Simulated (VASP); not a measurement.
# Ti (P6_3/mmc) in VASP: relaxation of cell and atoms with PBE

Aim: the relaxation of cell and atoms of Ti with PBE.

All numbers are computed with VASP 6.6.1; they aren't measurements. Logs are shortened: lines on timing, memory, paths and dates and some standing lists are left out, and cuts for length are marked.

## Step 1: The cell of the first run

The structure is hexagonal, space group P6_3/mmc (No. 194). The conventional cell has a = 2.950 Å, b = 2.950 Å, c = 4.685 Å, α = 90.00°, β = 90.00°, γ = 120.00°. Within 3.8 Å of Ti (site symmetry -6m2) lie 12 Ti at 2.90 to 2.95 Å.

## Step 2: Relaxation of cell and atoms, PBE

INCAR

```
SYSTEM = Ti
ALGO = Fast
EDIFF = 1E-6
EDIFFG = -0.01
ENCUT = 600
GGA = PE
IBRION = 2
ISIF = 3
ISMEAR = 0
LASPH = .True.
LCHARG = .False.
LREAL = .False.
LWAVE = .False.
NELM = 100
NSW = 80
PREC = Accurate
SIGMA = 0.05
```

KPOINTS

```
k-points
0
Gamma
  16 16 10
  0 0 0
```

POSCAR

```
Ti
1.0
    2.9500000000      0.0000000000      0.0000000000
   -1.4750000000      2.5547749412      0.0000000000
    0.0000000000      0.0000000000      4.6846000000
Ti
2
Direct
    0.3333333333      0.6666666667      0.7500000000
    0.6666666667      0.3333333333      0.2500000000
```

Potentials or basis: VASP PAW PBE potentials, release 64 (Ti_sv).

The run is started by

```console
> cat potpaw_PBE.64/Ti_sv/POTCAR > POTCAR
> mpirun -np 1 vasp_std > vasp.out
```

OUTCAR:

```text
SYSTEM = Ti
   EDIFF = 1E-6
   EDIFFG = -0.01
   ENCUT = 600
   GGA = PE
   IBRION = 2
   ISIF = 3
   ISMEAR = 0
   LASPH = .True.
   LREAL = .False.
   NELM = 100
   NSW = 80
   PREC = Accurate

 ion  position               nearest neighbor table
   1  0.333  0.667  0.750-   2 2.90   2 2.90   2 2.90   2 2.90   2 2.90   2 2.90
   2  0.667  0.333  0.250-   1 2.90   1 2.90   1 2.90   1 2.90   1 2.90   1 2.90

  LATTYP: Found a hexagonal cell.
 ALAT       =     2.9500000000
 C/A-ratio  =     1.5880000000

  Lattice vectors:

 A1 = (   2.9500000000,   0.0000000000,   0.0000000000)
 A2 = (  -1.4750000000,   2.5547749412,   0.0000000000)
 A3 = (   0.0000000000,   0.0000000000,   4.6846000000)

Analysis of symmetry for initial positions (statically):
=====================================================================
 Subroutine PRICEL returns:
 Original cell was already a primitive cell.

 Routine SETGRP: Setting up the symmetry group for a
 hexagonal supercell.

 Subroutine GETGRP returns: Found 24 space group operations
 (whereof 12 operations were pure point group operations)
 out of a pool of 24 trial point group operations.

The static configuration has the point symmetry D_3d.
 The point group associated with its full space group is D_6h.

Analysis of symmetry for dynamics (positions and initial velocities):
=====================================================================
 Subroutine PRICEL returns:
 Original cell was already a primitive cell.

 Routine SETGRP: Setting up the symmetry group for a
 hexagonal supercell.

 Subroutine GETGRP returns: Found 24 space group operations
 (whereof 12 operations were pure point group operations)
 out of a pool of 24 trial point group operations.

The dynamic configuration has the point symmetry D_3d.
 The point group associated with its full space group is D_6h.

 Subroutine INISYM returns: Found 24 space group operations
 (whereof 12 operations are pure point group operations),
 and found     1 'primitive' translations

----------------------------------------------------------------------------------------

                                     Primitive cell

  volume of cell :      35.3059

  direct lattice vectors                    reciprocal lattice vectors
     2.950000000  0.000000000  0.000000000     0.338983051  0.195711956  0.000000000
    -1.475000000  2.554774941  0.000000000     0.000000000  0.391423911  0.000000000
     0.000000000  0.000000000  4.684600000     0.000000000  0.000000000  0.213465397

  length of vectors
     2.950000000  2.950000000  4.684600000     0.391423911  0.391423911  0.213465397

  position of ions in fractional coordinates (direct lattice)
     0.333333333  0.666666667  0.750000000
     0.666666667  0.333333333  0.250000000

  ion indices of the primitive-cell ions
   primitive index   ion index
                 1           1
                 2           2

----------------------------------------------------------------------------------------

 KPOINTS: k-points

Automatic generation of k-mesh.
 Grid dimensions read from file:
 generate k-points for:   16   16   10

 Generating k-lattice:

  Cartesian coordinates                     Fractional coordinates (reciprocal lattice)
     0.021186441  0.012231997  0.000000000     0.062500000  0.000000000  0.000000000
     0.000000000  0.024463994  0.000000000     0.000000000  0.062500000  0.000000000
     0.000000000  0.000000000  0.021346540     0.000000000  0.000000000  0.100000000

  Length of vectors
     0.024463994  0.024463994  0.021346540

  Shift w.r.t. Gamma in fractional coordinates (k-lattice)
     0.000000000  0.000000000  0.000000000

 Subroutine IBZKPT returns following result:
 ===========================================

 Found    180 irreducible k-points:

 Following reciprocal coordinates:
            Coordinates               Weight
  0.000000  0.000000  0.000000      1.000000
  0.062500  0.000000  0.000000      6.000000
  0.125000  0.000000  0.000000      6.000000
  0.187500  0.000000  0.000000      6.000000
  0.250000  0.000000  0.000000      6.000000
  0.312500  0.000000  0.000000      6.000000
[... 16 lines left out ...]
  0.187500  0.187500  0.000000      6.000000
  0.250000  0.187500  0.000000     12.000000
 [... further k-points ...]
   k-points           NKPTS =    180   k-points in BZ     NKDIM =    180   number of bands    NBANDS=     16
   number of dos      NEDOS =    301   number of ions     NIONS =      2
   total plane-waves  NPLWV =  23040
   dimension x,y,z NGX =    24 NGY =   24 NGZ =   40
   dimension x,y,z NGXF=    48 NGYF=   48 NGZF=   80
   ions per type =               2
   NGX,Y,Z   is equivalent  to a cutoff of  13.53, 13.53, 14.20 a.u.
   NGXF,Y,Z  is equivalent  to a cutoff of  27.05, 27.05, 28.39 a.u.
 SYSTEM =  Ti
   PREC   = accura    normal or accurate (medium, high low for compatibility)
   ISTART =      0    job   : 0-new  1-cont  2-samecut
   ICHARG =      2    charge: 1-file 2-atom 10-const
   ISPIN  =      1    spin polarized calculation?
   LNONCOLLINEAR =      F non collinear calculations
   LSORBIT =      F    spin-orbit coupling
   LASPH  =      T    aspherical Exc in radial PAW
   ENCUT  =  600.0 eV  44.10 Ry    6.64 a.u.   5.89  5.89  9.36*2*pi/ulx,y,z
   NELM   =    100;   NELMIN=  2; NELMDL= -5     # of ELM steps
   EDIFF  = 0.1E-05   stopping-criterion for ELM
   LREAL  =      F    real-space projection
   EDIFFG = -.1E-01   stopping-criterion for IOM
   NSW    =     80    number of steps for IOM
   IBRION =      2    ionic relax: 0-MD 1-quasi-New 2-CG
   NFREE  =      1    steps in history (QN), initial steepest desc. (CG)
   ISIF   =      3    stress and relaxation
   ISYM   =      2    0-nonsym 1-usesym 2-fastsym
   POTIM  = 0.5000    time-step for ionic-motion
   TEBEG  =    0.0;   TEEND  =   0.0 temperature during run
   PSTRESS=    0.0 pullay stress
   NELECT =      24.0000    total number of electrons
   NUPDOWN=      -1.0000    fix difference up-down
   EMIN   =  10.00;   EMAX   =-10.00  energy-range for DOS
   EFERMI =   0.00;   METHOD = LEGACY
   ISMEAR =     0;   SIGMA  =   0.05  broadening in eV -4-tet -1-fermi 0-gaus
   EFERMI_NEDOS =   21; number of points for ismear=-14 and -15
   IALGO  =     68    algorithm
   IMIX   =      4    mixing-type and parameters
     AMIX     =   0.40;   BMIX     =  1.00
     AMIX_MAG =   1.60;   BMIX_MAG =  1.00
  volume/ion in A,a.u.               =      17.65       119.13
  Fermi-wavevector in a.u.,A,eV,Ry     =   1.439449  2.720164 28.191442  2.072013
  Thomas-Fermi vector in A             =   2.558303
   LORBIT       =      0    0 simple, 1 ext, 2 COOP (PROOUT), +10 PAW based schemes
   GGA     = PE    functional components
   LHFCALC =     F    Hartree Fock is set to
   AEXX    =    0.0000 exact exchange contribution
   IVDW    =     0    specifies the selected vdW correction
   LEPSILON=     F    determine dielectric tensor
   LRPA    =     F    only Hartree local field effects (RPA)
 conjugate gradient relaxation of ions
 non-spin polarized calculation
 RMM-DIIS sequential band-by-band and
 Gauss-broadening in eV      SIGMA  =   0.05
  energy-cutoff  :      600.00
  volume of cell :       35.31
 maximum number of plane-waves:      1194
 NGX is ok and might be reduce to    24
   NGX = 11   NGY = 11   NGZ = 19

--------------------------------------- Ionic step        1  -------------------------------------------

 number of electron      23.9999997 magnetization

 Free energy of the ion-electron system (eV)
  ---------------------------------------------------
  ext. energy  EPLUGINS =         0.00000000
  ---------------------------------------------------
  free energy    TOTEN  =       -15.66882065 eV

  energy without entropy =      -15.66584345  energy(sigma->0) =      -15.66733205

------------------------ aborting loop because EDIFF is reached ----------------------------------------

  FORCE on cell =-STRESS in cart. coord.  units (eV):
  Direction    XX          YY          ZZ          XY          YZ          ZX
  --------------------------------------------------------------------------------------
  -------------------------------------------------------------------------------------
  Total       -0.3777767     -0.3777767     -0.5039801      0.0000000      0.0000000      0.0000000
  in kB      -17.1434616    -17.1434616    -22.8705579      0.0000000      0.0000000      0.0000000
  external PRESSURE =     -19.0524937 kB  Pullay stress =       0.0000000 kB
[... 165 lines left out ...]
  energy  without entropy=      -15.6698586635  energy(sigma->0) =      -15.67129250

--------------------------------------- Ionic step        6  -------------------------------------------

 number of electron      23.9999994 magnetization

 Free energy of the ion-electron system (eV)
  ---------------------------------------------------
  ext. energy  EPLUGINS =         0.00000000
  ---------------------------------------------------
  free energy    TOTEN  =       -15.67274177 eV

  energy without entropy =      -15.66987259  energy(sigma->0) =      -15.67130718

 E-fermi :   8.3546     XC(G=0): -11.5004

 val. band max:        8.3530089295   @ k =   0.1875   0.0000   0.3000
 cond. band min:       8.3566447956   @ k =   0.0625   0.0000   0.5000
 fundamental gap:      0.0036358661
 Fermi energy:         8.3546141085

 k-point     1 :       0.0000    0.0000    0.0000
  band No.  band energies     occupation
      1     -48.5176      2.00000
      2     -48.3796      2.00000
      3     -25.1102      2.00000
      4     -24.4626      2.00000
      5     -24.4626      2.00000
      6     -24.3981      2.00000
[... 8 lines left out ...]
     15       9.6180      0.00000
     16       9.6180      0.00000
[... 420 lines left out ...]
  band No.  band energies     occupation
      1     -48.4177      2.00000
      2     -48.3542      2.00000
      3     -24.8591      2.00000
      4     -24.8066      2.00000
      5     -24.7590      2.00000
      6     -24.5997      2.00000
[... 8 lines left out ...]
     15       9.2749      0.00000
     16      10.6515      0.00000

 [... further k-points ...]

------------------------ aborting loop because EDIFF is reached ----------------------------------------

  FORCE on cell =-STRESS in cart. coord.  units (eV):
  Direction    XX          YY          ZZ          XY          YZ          ZX
  --------------------------------------------------------------------------------------
  -------------------------------------------------------------------------------------
  Total       -0.0165409     -0.0165409     -0.0195548      0.0000000      0.0000000     -0.0000000
  in kB       -0.7634192     -0.7634192     -0.9025256      0.0000000      0.0000000     -0.0000000
  external PRESSURE =      -0.8097880 kB  Pullay stress =       0.0000000 kB
[... 17 lines left out ...]
  FREE ENERGIE OF THE ION-ELECTRON SYSTEM (eV)
  ---------------------------------------------------
  free  energy   TOTEN  =       -15.6727417701 eV

  energy  without entropy=      -15.6698725864  energy(sigma->0) =      -15.67130718

 reached required accuracy - stopping structural energy minimisation
```

Run time: 37 min. Hardware: 1 thread of Intel Xeon 8259CL, shared host; peak memory 0.26 GiB.

Results:

```yaml
Free_energy: -15.6727 eV
Relaxed_volume: 17.36 Å³/atom
Relaxed_cell: a = 2.938 Å, b = 2.938 Å, c = 4.644 Å, α = 90.00°, β = 90.00°, γ = 120.00°
Space_group_after_relaxing_to_0.1_Å: P6_3/mmc (No. 194)
Energy_gained_by_relaxing: 2.0 meV/atom
Ionic_steps: 6
Pressure_after_relaxing: -0.1 GPa
Band_gap_on_the_k_mesh: zero (bands 12 and 13 overlap by 1.07 eV)
```

The path:
| step | energy change (eV) | largest force (eV/Å) | pressure (GPa) | volume (Å³) |
| --- | --- | --- | --- | --- |
| 1 | 0.0000 | 0.0000 | -1.91 | 35.31 |
| 2 | -0.0019 | 0.0000 | 1.35 | 34.24 |
| 3 | -0.0038 | 0.0000 | 0.10 | 34.69 |
| 4 | -0.0038 | 0.0000 | -0.02 | 34.71 |
| 5 | -0.0039 | 0.0000 | -0.06 | 34.71 |
| 6 | -0.0039 | 0.0000 | -0.08 | 34.71 |

Final structure:
```
CELL_PARAMETERS angstrom
2.93791 0.00000 0.00000
-1.46896 2.54431 0.00000
0.00000 0.00000 4.64404
ATOMIC_POSITIONS crystal
Ti 0.33333 0.66667 0.75000
Ti 0.66667 0.33333 0.25000
```
